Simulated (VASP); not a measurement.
Wanted: the native input for a VASP 6.6.1 run.

```
Task                   : single point
Functional             : PBEsol
Potentials or basis    : VASP PAW PBE potentials, release 64 (Ag, I)
Cutoff                 : 500 eV
k mesh                 : 8 × 8 × 4
Occupations            : fermi-dirac, width 0.1 eV
Spin                   : no spin polarisation
Dipole correction      : no
Further INCAR settings : ALGO = Normal; EDIFF = 1e-06; NBANDS = 26
```

The structure of AgI lies in POSCAR:

```
AgI
1.0
    4.5590943531      0.0000000000      0.0000000000
   -2.2795471766      3.9482915281      0.0000000000
    0.0000000000      0.0000000000      7.4539506215
Ag I
2 2
Direct
    0.6666666667      0.3333333333      0.6275530629
    0.3333333333      0.6666666667      0.1275530629
    0.6666666667      0.3333333333      0.0024469371
    0.3333333333      0.6666666667      0.5024469371
```

These files were run (other wordings do the same):

INCAR

```
SYSTEM = AgI
PREC = Accurate
ENCUT = 500
EDIFF = 1E-6
ISMEAR = -1
SIGMA = 0.1
LREAL = .FALSE.
LASPH = .TRUE.
NELM = 120
ALGO = Normal
ISIF = 2
LWAVE = .FALSE.
LCHARG = .TRUE.
GGA = PS
LELF = .TRUE.
LVHAR = .TRUE.
NBANDS = 26
GGA_COMPAT = .FALSE.
```

KPOINTS

```
Automatic mesh
0
G
  8 8 4
  0 0 0
```

Potentials or basis: VASP PAW PBE potentials, release 64 (Ag, I).

Run with:

```console
$ cat potpaw_PBE.64/Ag/POTCAR potpaw_PBE.64/I/POTCAR > POTCAR
$ mpirun -np 1 vasp_std > vasp.out
```

It gave:

The pressure is 0.0 GPa. The band gap on the k mesh is 1.23 eV.

Caveat: the PAW data sets were made with another functional, which shifts forces and pressure a little; spin-orbit coupling is left out, which moves the levels of the heavy elements.

Run time: 2 min on 1 thread of AMD EPYC 7R43 64-Core Processor (Zen 3), on a shared host, peak memory 0.25 GiB.
